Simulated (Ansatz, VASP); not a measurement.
## MgS: VASP beside Ansatz

```xyz
2
Lattice="0.0000 2.8258 2.8258 2.8258 0.0000 2.8258 2.8258 2.8258 0.0000" Properties=species:S:1:pos:R:3 pbc="T T T"
Mg    0.0000    0.0000    0.0000
S     1.4129    1.4129    1.4129
```

Alike in both runs: functional PBEsol; k mesh 8 × 8 × 8; occupations gaussian, width 0.02 eV; no spin polarisation.

Ansatz relaxed the structure, and its values are those at the end. VASP's run is a single point on that final structure, the one shown.

```csv
,VASP,Ansatz
version,VASP 6.6.1,Ansatz 0.2.0
potentials or method,"VASP PAW PBE potentials, release 64 (Mg, S), cutoff 600 eV","scalar-relativistic, plane waves, PAW"
valence electrons in the cell,8,16
```

```tsv
	VASP	Ansatz	Ansatz less VASP
gap on the k mesh at the Fermi level (eV)	3.32	3.32	-0.002
least direct gap on the mesh (eV)	3.32	3.32	-0.002
pressure (GPa)	-0.1	0.0	+0.07
```

VASP's potentials were made for PBE, not for PBEsol, and Ansatz warns of the same on its side. VASP's potentials hold 8 valence electrons a cell and Ansatz's 16, so a difference there can come from the potentials and not from the codes.
